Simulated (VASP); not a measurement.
# BaS in VASP: further runs, part 2 of 2

VASP 6.6.1. Earlier steps stand in the parts before.

## 4. Single point, PBE (strain +5.0%)

INCAR reads:

```
  PREC = Accurate
  ENCUT = 520
  EDIFF = 1E-6
  ISMEAR = 0
  SIGMA = 0.01
  LREAL = F
  LASPH = T
  NELM = 100
  ALGO = Normal
  ISIF = 2
  LWAVE = F
  LCHARG = F
  GGA = PE
  NBANDS = 15
```

KPOINTS reads:

```
Automatic mesh
0
Gamma
  4 4 4
```

POSCAR reads:

```
BaS
1.0
    0.0000000000      3.3723856691      3.3723856691
    3.3723856691      0.0000000000      3.3723856691
    3.3723856691      3.3723856691      0.0000000000
Ba S
1 1
Direct
    0.0000000000      0.0000000000      0.0000000000
    0.5000000000      0.5000000000      0.5000000000
```

Potentials or basis: VASP PAW PBE potentials, release 64 (Ba_sv, S).

Launch:

```bash
cat potpaw_PBE.64/Ba_sv/POTCAR potpaw_PBE.64/S/POTCAR > POTCAR
mpirun -np 1 vasp_std > vasp.out
```

OUTCAR:

```text
PREC = Accurate
   ENCUT = 520
   EDIFF = 1E-6
   ISMEAR = 0
   LREAL = F
   LASPH = T
   NELM = 100
   ISIF = 2
   GGA = PE

 ion  position               nearest neighbor table
   1  0.000  0.000  0.000-   2 3.37   2 3.37   2 3.37   2 3.37   2 3.37   2 3.37
   2  0.500  0.500  0.500-   1 3.37   1 3.37   1 3.37   1 3.37   1 3.37   1 3.37

  LATTYP: Found a face centered cubic cell.
 ALAT       =     6.7447713382

  Lattice vectors:

 A1 = (   0.0000000000,   3.3723856691,   3.3723856691)
 A2 = (   3.3723856691,   0.0000000000,   3.3723856691)
 A3 = (   3.3723856691,   3.3723856691,   0.0000000000)

Analysis of symmetry for initial positions (statically):
[... 5 lines left out ...]
 face centered cubic supercell.

 Subroutine GETGRP returns: Found 48 space group operations
 (whereof 48 operations were pure point group operations)
 out of a pool of 48 trial point group operations.

The static configuration has the point symmetry O_h .

Analysis of symmetry for dynamics (positions and initial velocities):
[... 5 lines left out ...]
 face centered cubic supercell.

 Subroutine GETGRP returns: Found 48 space group operations
 (whereof 48 operations were pure point group operations)
 out of a pool of 48 trial point group operations.

The dynamic configuration has the point symmetry O_h .

 Subroutine INISYM returns: Found 48 space group operations
 (whereof 48 operations are pure point group operations),
 and found     1 'primitive' translations

----------------------------------------------------------------------------------------

                                     Primitive cell

  volume of cell :      76.7082

  direct lattice vectors                    reciprocal lattice vectors
     0.000000000  3.372385669  3.372385669    -0.148262995  0.148262995  0.148262995
     3.372385669  0.000000000  3.372385669     0.148262995 -0.148262995  0.148262995
     3.372385669  3.372385669  0.000000000     0.148262995  0.148262995 -0.148262995

  length of vectors
     4.769273551  4.769273551  4.769273551     0.256799040  0.256799040  0.256799040

  position of ions in fractional coordinates (direct lattice)
     0.000000000  0.000000000  0.000000000
     0.500000000  0.500000000  0.500000000

  ion indices of the primitive-cell ions
   primitive index   ion index
                 1           1
                 2           2

----------------------------------------------------------------------------------------

 KPOINTS: Automatic mesh

Automatic generation of k-mesh.
 Grid dimensions read from file:
 generate k-points for:    4    4    4

 Generating k-lattice:

  Cartesian coordinates                     Fractional coordinates (reciprocal lattice)
    -0.037065749  0.037065749  0.037065749     0.250000000  0.000000000  0.000000000
     0.037065749 -0.037065749  0.037065749     0.000000000  0.250000000  0.000000000
     0.037065749  0.037065749 -0.037065749     0.000000000  0.000000000  0.250000000

  Length of vectors
     0.064199760  0.064199760  0.064199760

  Shift w.r.t. Gamma in fractional coordinates (k-lattice)
     0.000000000  0.000000000  0.000000000

 Subroutine IBZKPT returns following result:
 ===========================================

 Found      8 irreducible k-points:

 Following reciprocal coordinates:
            Coordinates               Weight
  0.000000  0.000000  0.000000      1.000000
  0.250000  0.000000  0.000000      8.000000
  0.500000  0.000000  0.000000      4.000000
  0.250000  0.250000  0.000000      6.000000
  0.500000  0.250000  0.000000     24.000000
 -0.250000  0.250000  0.000000     12.000000
  0.500000  0.500000  0.000000      3.000000
 -0.250000  0.500000  0.250000      6.000000
   k-points           NKPTS =      8   k-points in BZ     NKDIM =      8   number of bands    NBANDS=     15
   number of dos      NEDOS =    301   number of ions     NIONS =      2
   total plane-waves  NPLWV =  46656
   dimension x,y,z NGX =    36 NGY =   36 NGZ =   36
   dimension x,y,z NGXF=    72 NGYF=   72 NGZF=   72
   ions per type =               1   1
   NGX,Y,Z   is equivalent  to a cutoff of  12.55, 12.55, 12.55 a.u.
   NGXF,Y,Z  is equivalent  to a cutoff of  25.10, 25.10, 25.10 a.u.
 SYSTEM =  unknown system
   PREC   = accura    normal or accurate (medium, high low for compatibility)
   ISTART =      0    job   : 0-new  1-cont  2-samecut
   ICHARG =      2    charge: 1-file 2-atom 10-const
   ISPIN  =      1    spin polarized calculation?
   LNONCOLLINEAR =      F non collinear calculations
   LSORBIT =      F    spin-orbit coupling
   LASPH  =      T    aspherical Exc in radial PAW
   ENCUT  =  520.0 eV  38.22 Ry    6.18 a.u.   8.87  8.87  8.87*2*pi/ulx,y,z
   NELM   =    100;   NELMIN=  2; NELMDL= -5     # of ELM steps
   EDIFF  = 0.1E-05   stopping-criterion for ELM
   LREAL  =      F    real-space projection
   EDIFFG = 0.1E-04   stopping-criterion for IOM
   NSW    =      0    number of steps for IOM
   IBRION =     -1    ionic relax: 0-MD 1-quasi-New 2-CG
   NFREE  =      0    steps in history (QN), initial steepest desc. (CG)
   ISIF   =      2    stress and relaxation
   ISYM   =      2    0-nonsym 1-usesym 2-fastsym
   POTIM  = 0.5000    time-step for ionic-motion
   TEBEG  =    0.0;   TEEND  =   0.0 temperature during run
   PSTRESS=    0.0 pullay stress
   NELECT =      16.0000    total number of electrons
   NUPDOWN=      -1.0000    fix difference up-down
   EMIN   =  10.00;   EMAX   =-10.00  energy-range for DOS
   EFERMI =   0.00;   METHOD = LEGACY
   ISMEAR =     0;   SIGMA  =   0.01  broadening in eV -4-tet -1-fermi 0-gaus
   EFERMI_NEDOS =   21; number of points for ismear=-14 and -15
   IALGO  =     38    algorithm
   IMIX   =      4    mixing-type and parameters
     AMIX     =   0.40;   BMIX     =  1.00
     AMIX_MAG =   1.60;   BMIX_MAG =  1.00
  volume/ion in A,a.u.               =      38.35       258.83
  Fermi-wavevector in a.u.,A,eV,Ry     =   0.970885  1.834706 12.825080  0.942617
  Thomas-Fermi vector in A             =   2.101056
   LORBIT       =      0    0 simple, 1 ext, 2 COOP (PROOUT), +10 PAW based schemes
   GGA     = PE    functional components
   LHFCALC =     F    Hartree Fock is set to
   AEXX    =    0.0000 exact exchange contribution
   IVDW    =     0    specifies the selected vdW correction
   LEPSILON=     F    determine dielectric tensor
   LRPA    =     F    only Hartree local field effects (RPA)
 non-spin polarized calculation
 Gauss-broadening in eV      SIGMA  =   0.01
  energy-cutoff  :      520.00
  volume of cell :       76.71
 maximum number of plane-waves:      2120
   NGX = 17   NGY = 17   NGZ = 17

 number of electron      16.0000001 magnetization

 Free energy of the ion-electron system (eV)
  ---------------------------------------------------
  ext. energy  EPLUGINS =         0.00000000
  ---------------------------------------------------
  free energy    TOTEN  =       -10.05811551 eV

  energy without entropy =      -10.05811551  energy(sigma->0) =      -10.05811551

 E-fermi :   0.7642     XC(G=0):  -7.9676

 val. band max:        0.6971194083   @ k =   0.0000   0.0000   0.0000
 cond. band min:       3.0012311138   @ k =   0.5000   0.5000   0.0000
 fundamental gap:      2.3041117056
 Fermi energy:         0.7642462682

 k-point     1 :       0.0000    0.0000    0.0000
  band No.  band energies     occupation
      1     -25.9489      2.00000
      2     -11.0100      2.00000
      3     -11.0100      2.00000
      4     -11.0100      2.00000
      5      -9.4334      2.00000
      6       0.6971      2.00000
      7       0.6971      2.00000
      8       0.6971      2.00000
      9       3.5588      0.00000
     10       4.4784      0.00000
     11       4.4784      0.00000
     12       4.4784      0.00000
     13       5.2441      0.00000
     14       5.2441      0.00000
     15       9.1066      0.00000
[... 109 lines left out ...]
 k-point     8 :      -0.2500    0.5000    0.2500
  band No.  band energies     occupation
      1     -25.9240      2.00000
      2     -11.2258      2.00000
      3     -11.1902      2.00000
      4     -11.1902      2.00000
      5      -9.1226      2.00000
      6      -0.1923      2.00000
      7       0.1632      2.00000
      8       0.1632      2.00000
      9       4.7837      0.00000
     10       4.7837      0.00000
     11       6.1782      0.00000
     12       6.8451      0.00000
     13       7.3264      0.00000
     14       8.8052      0.00000
     15      10.1173      0.00000

------------------------ aborting loop because EDIFF is reached ----------------------------------------

  FORCE on cell =-STRESS in cart. coord.  units (eV):
  Direction    XX          YY          ZZ          XY          YZ          ZX
  --------------------------------------------------------------------------------------
  -------------------------------------------------------------------------------------
  Total       -1.9282302     -1.9282302     -1.9282302      0.0000000     -0.0000000      0.0000000
  in kB      -40.2742780    -40.2742780    -40.2742780      0.0000000     -0.0000000      0.0000000
  external PRESSURE =     -40.2742780 kB  Pullay stress =       0.0000000 kB

 VOLUME and BASIS-vectors are now :
 -----------------------------------------------------------------------------
  energy-cutoff  :      520.00
  volume of cell :       76.71
      direct lattice vectors                 reciprocal lattice vectors
     0.000000000  3.372385669  3.372385669    -0.148262995  0.148262995  0.148262995
     3.372385669  0.000000000  3.372385669     0.148262995 -0.148262995  0.148262995
     3.372385669  3.372385669  0.000000000     0.148262995  0.148262995 -0.148262995

 POSITION                                       TOTAL-FORCE (eV/Angst)
 -----------------------------------------------------------------------------------
      0.00000      0.00000      0.00000         0.000000     -0.000000     -0.000000
      3.37239      3.37239      3.37239        -0.000000      0.000000      0.000000
 -----------------------------------------------------------------------------------
    total drift:                                0.000000      0.000000      0.000000

  FREE ENERGIE OF THE ION-ELECTRON SYSTEM (eV)
  ---------------------------------------------------
  free  energy   TOTEN  =       -10.0581155139 eV

  energy  without entropy=      -10.0581155139  energy(sigma->0) =      -10.05811551
```

OSZICAR:

```text
N       E                     dE             d eps       ncg     rms          rms(c)
DAV:   1     0.852132529568E+02    0.85213E+02   -0.68474E+03   240   0.921E+02
DAV:   2    -0.486741347747E+01   -0.90081E+02   -0.82336E+02   332   0.166E+02
DAV:   3    -0.104993367018E+02   -0.56319E+01   -0.56009E+01   310   0.451E+01
DAV:   4    -0.106228836829E+02   -0.12355E+00   -0.12353E+00   320   0.694E+00
DAV:   5    -0.106262753773E+02   -0.33917E-02   -0.33917E-02   347   0.999E-01    0.413E+00
DAV:   6    -0.100331017511E+02    0.59317E+00   -0.84451E-01   282   0.528E+00    0.271E+00
DAV:   7    -0.100391018231E+02   -0.60001E-02   -0.19872E-01   297   0.239E+00    0.198E+00
DAV:   8    -0.100552287113E+02   -0.16127E-01   -0.28061E-02   282   0.113E+00    0.229E-01
DAV:   9    -0.100568647189E+02   -0.16360E-02   -0.42562E-03   310   0.463E-01    0.275E-01
DAV:  10    -0.100579011763E+02   -0.10365E-02   -0.12856E-03   275   0.207E-01    0.570E-02
DAV:  11    -0.100581071717E+02   -0.20600E-03   -0.24660E-04   296   0.914E-02    0.244E-02
DAV:  12    -0.100581162413E+02   -0.90696E-05   -0.16029E-05   296   0.241E-02    0.767E-03
DAV:  13    -0.100581155139E+02    0.72739E-06   -0.21866E-06   310   0.860E-03
   1 F= -.10058116E+02 E0= -.10058116E+02  d E =-.712785E-23
```

Wall time 7.8 s (1 thread of AMD EPYC 9R45 (Zen 5), shared host); peak memory 0.17 GiB.

Results:

| Quantity | Value |
| --- | --- |
| Free energy | -10.0581 eV |
| Pressure | -4.0 GPa |
| Band gap on the k mesh | 2.30 eV, indirect (least direct gap 2.50 eV) |

Levels at points of the mesh, in eV from the valence-band top:
```csv
k point,band 6,band 7,band 8,band 9,band 10,band 11
"(0.00, 0.00, 0.00)",0.00,0.00,0.00,2.86,3.78,3.78
"(0.50, 0.00, 0.00)",-1.61,-0.82,-0.82,4.98,5.17,5.67
"(0.50, 0.50, 0.00)",-0.64,-0.19,-0.19,2.30,5.10,5.47
```

Caveat: the cell differs from its parent crystal (strain +5.0%); spin-orbit coupling is left out, which moves the levels of the heavy elements.

## 5. Overview

```tsv
level	cell	k mesh	gap on the mesh (eV)	pressure (GPa)
r2SCAN	a = 4.542, b = 4.542, c = 4.599 Å, angles 59.6, 59.6, 59.2°, 2 atoms	8 × 8 × 8	2.46	0.6
PBE	a = 4.542 Å, angles 60.0°, 2 atoms	4 × 4 × 4	2.13	0.7
PBE	a = 4.769 Å, angles 60.0°, 2 atoms	4 × 4 × 4	2.30	-4.0
```

Alike in all rows: task single point; potentials or basis VASP PAW PBE potentials, release 64 (Ba_sv, S); no spin polarisation; cutoff (eV) 520; smearing gaussian 0.01 eV.

Caveats: some runs use coarse meshes; spin-orbit coupling is left out, which moves the levels of the heavy elements; the PAW data sets were made with another functional, which shifts forces and pressure a little (some runs).

Absolute energies hang on the potentials; compare differences alone.
